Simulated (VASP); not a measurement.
Input of a VASP 6.6.1 run:

Contents of INCAR:

```
PREC = Accurate
ENCUT = 500
EDIFF = 1E-6
ISMEAR = -1
SIGMA = 0.05
LREAL = False
LASPH = True
NELM = 120
ALGO = Normal
ISIF = 2
LWAVE = False
LCHARG = False
GGA = LIBXC
LIBXC1 = GGA_X_B88
LIBXC2 = GGA_C_PBE
NBANDS = 21
GGA_COMPAT = False
```

File KPOINTS:

```
Automatic mesh
0
Gamma
  11 11 6
```

POSCAR

```
Ru
1.0
    2.7192066938      0.0000000000      0.0000000000
   -1.3596033469      2.3549020750      0.0000000000
    0.0000000000      0.0000000000      4.2982756304
Ru
2
Direct
    0.6666666667      0.3333333333      0.7500000000
    0.3333333333      0.6666666667      0.2500000000
```

Potentials or basis: VASP PAW PBE potentials, release 64 (Ru_pv).

Launch:

```sh
$ cat potpaw_PBE.64/Ru_pv/POTCAR > POTCAR
$ mpirun -np 1 vasp_std > vasp.out
```

(1) Predict the pressure.

(2) Estimate the band gap on the k mesh.

Answers

(1) -0.1 GPa.

(2) zero (bands 14 and 15 overlap by 3.00 eV).

Caveat: the PAW data sets were made with another functional, which shifts forces and pressure a little.
